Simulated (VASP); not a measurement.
# TlCo: single point with r2SCAN

The system is TlCo.

```
CELL_PARAMETERS angstrom
3.78704 0.00000 0.00000
1.89352 -5.21142 0.00000
0.00000 0.00000 -4.31921
ATOMIC_POSITIONS crystal
Co 0.07240 0.85520 0.25000
Co 0.92760 0.14480 0.75000
Tl 0.36178 0.27644 0.25000
Tl 0.63822 0.72356 0.75000
```

```json
{"Program": "VASP 6.6.1", "Task": "single point", "Functional": "r2SCAN", "Potentials or basis": "VASP PAW PBE potentials, release 64 (Co, Tl_d)", "Cutoff": "520 eV", "k mesh": "7 × 7 × 6", "Occupations": "methfessel-paxton, width 0.0412 eV", "Spin": "no spin polarisation", "Dipole correction": "no", "Further INCAR settings": "ALGO = Normal; EDIFF = 1e-06; NBANDS = 30"}
```

* Pressure: -13.8 GPa
* Largest force: 0.709 eV/Å
* Band gap on the k mesh: zero (bands 22 and 23 overlap by 0.35 eV)

Forces on the atoms (eV/Å):
```
Co   0.000 -0.709  0.000
Co   0.000  0.709  0.000
Tl   0.000  0.197  0.000
Tl   0.000 -0.197  0.000
```

Stress tensor (GPa, compression positive):
```
-10.34   0.00   0.00
  0.00 -15.06   0.00
  0.00   0.00 -16.13
```

Levels at points of the mesh, in eV from the Fermi level:
| k point | band 19 | band 20 | band 21 | band 22 | band 23 | band 24 | band 25 | band 26 |
| --- | --- | --- | --- | --- | --- | --- | --- | --- |
| (0.00, 0.00, 0.00) | -0.66 | -0.34 | -0.10 | -0.08 | 0.12 | 0.43 | 2.98 | 4.17 |
| (0.00, 0.00, 0.50) | -0.28 | -0.28 | -0.17 | -0.17 | 0.16 | 0.16 | 2.03 | 2.03 |

It took 8 min on 1 thread of Intel(R) Xeon(R) Platinum 8175M CPU @ 2.50GHz (Skylake/Cascade Lake) (shared host), peak memory 0.3 GiB.

Caveat: the cell stands under tension; the PAW data sets were made with another functional, which shifts forces and pressure a little; spin-orbit coupling is left out, which moves the levels of the heavy elements; the run has no spin polarisation, though such a crystal can be magnetic. Spin polarisation is off, so any magnetic state and its effect on volume and gap are missing.
